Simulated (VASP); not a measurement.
I, 1 atom in the cell. The structure is cubic, space group Im-3m (No. 229). The conventional cell has a = 3.710 Å, b = 3.710 Å, c = 3.710 Å, α = 90.00°, β = 90.00°, γ = 90.00°. Within 4.2 Å of I (site symmetry m-3m) lie 14 I at 3.21 to 3.71 Å. 

| Item | Value |
| --- | --- |
| Program | VASP 6.6.1 |
| Task | single point |
| Functional | PBE |
| Potentials or basis | VASP PAW PBE potentials, release 64 (I) |
| Cutoff | 500 eV |
| k mesh | 9 × 9 × 9 |
| Occupations | gaussian, width 0.05 eV |
| Spin | no spin polarisation |
| Dipole correction | no |
| Further INCAR settings | ALGO = Normal; EDIFF = 1e-06; NBANDS = 10 |

Potentials or basis: VASP PAW PBE potentials, release 64 (I).

Command:

```sh
$ cat potpaw_PBE.64/I/POTCAR > POTCAR
$ mpirun -np 1 vasp_std > vasp.out
```

Hardware: 1 thread of Intel(R) Xeon(R) Platinum 8375C CPU @ 2.90GHz (Ice Lake) (shared host).

Question: How long does it take, and how much memory?

Answer: It took 7.8 s on 1 thread of Intel(R) Xeon(R) Platinum 8375C CPU @ 2.90GHz (Ice Lake), with other jobs on the host, peak memory 0.13 GiB. Counts: scf iterations 10, k points 35.
